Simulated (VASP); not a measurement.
Crystal: AlNi.

```xyz
2
Lattice="1.9387 -1.9532 0.0000 1.9387 1.9532 0.0000 0.0000 0.0000 3.0994" Properties=species:S:1:pos:R:3 pbc="T T T"
Ni    1.9387    0.0000    1.5497
Al    0.0000    0.0000    0.0000
```

Base run:

| Property | Result |
| --- | --- |
| Program | VASP 6.6.1 |
| Functional | PBEsol |
| Potentials or basis | VASP PAW PBE potentials, release 64 (Ni_sv_GW, Al) |
| Cutoff | 690 eV |
| k mesh | 8 × 8 × 7 |
| Occupations | fermi-dirac, width 0.05 eV |
| Spin | collinear spin, ferromagnetic start |
| Starting moments | [1.2, 0.0] μB |
| Fixed moment | 1.2 μB |

Its results: pressure 5.7 GPa; site moments Ni +0.82; Al +0.08 μB.

The run is repeated on the same cell with these changes: fixed moment from 1.2 μB to 0.2 μB; moments at the start from [1.2, 0.0] to [0.2, 0.0]. What comes out?

Pressure -0.1 GPa; site moments Ni +0.16; Al +0.01 μB.

Caveats: the PAW data sets were made with another functional, which shifts forces and pressure a little; the total moment is fixed, so each spin has its own Fermi level and the state may be an excited one; the stress differs along the axes, from 1 to 9 GPa (at least some runs); the stress differs along the axes, from -4 to 3 GPa (at least some runs).
